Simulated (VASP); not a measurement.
ScTaN:

```
CELL_PARAMETERS angstrom
3.08507 0.00000 0.00000
-1.54253 2.67175 0.00000
0.00000 0.00000 10.34014
ATOMIC_POSITIONS crystal
Ta 0.33333 0.66667 0.24563
Ta 0.66667 0.33333 0.75437
Sc 0.00000 0.00000 0.00000
Sc 0.00000 0.00000 0.50000
N 0.33333 0.66667 0.62984
N 0.66667 0.33333 0.37016
```

- Program: VASP 6.6.1
- Task: relaxation of cell and atoms
- Functional: LDA
- Potentials or basis: VASP PAW LDA potentials, release 64 (Ta_pv, Sc_sv, N)
- Cutoff: 600 eV
- k mesh: 10 × 10 × 3
- Occupations: fermi-dirac, width 0.05 eV
- Spin: no spin polarisation

At the start: pressure -10.6 GPa; volume 14.20 Å³/atom.

Where does the relaxation end?

Over 10 steps the energy falls by 25.2 meV/atom and the volume is 13.48 Å³/atom (-5.1 %); space group P-3m1 (No. 164, to 0.05 Å).

The path:
```tsv
step	energy change (eV)	largest force (eV/Å)	pressure (GPa)	volume (Å³)
1	0.0000	0.4623	-10.57	85.23
2	0.3644	1.6701	24.58	74.19
3	-0.1487	0.1587	-0.45	81.15
4	-0.1488	0.1755	-0.20	81.06
5	-0.1488	0.1900	0.04	80.97
6	-0.1507	0.0475	0.17	80.81
7	-0.1507	0.0550	0.18	80.79
8	-0.1509	0.0387	-0.25	80.94
9	-0.1510	0.0412	-0.22	80.92
10	-0.1511	0.0060	-0.08	80.86
```

Final structure:
```xyz
6
Lattice="3.0347 0.0000 0.0000 -1.5173 2.6281 0.0000 0.0000 0.0000 10.1389" Properties=species:S:1:pos:R:3 pbc="T T T"
Ta    0.0000    1.7521    2.4868
Ta    1.5173    0.8760    7.6521
Sc   -1.5173    2.6281   10.1389
Sc    0.0000    0.0000    5.0695
N     0.0000    1.7521    6.3904
N     1.5173    0.8760    3.7485
```
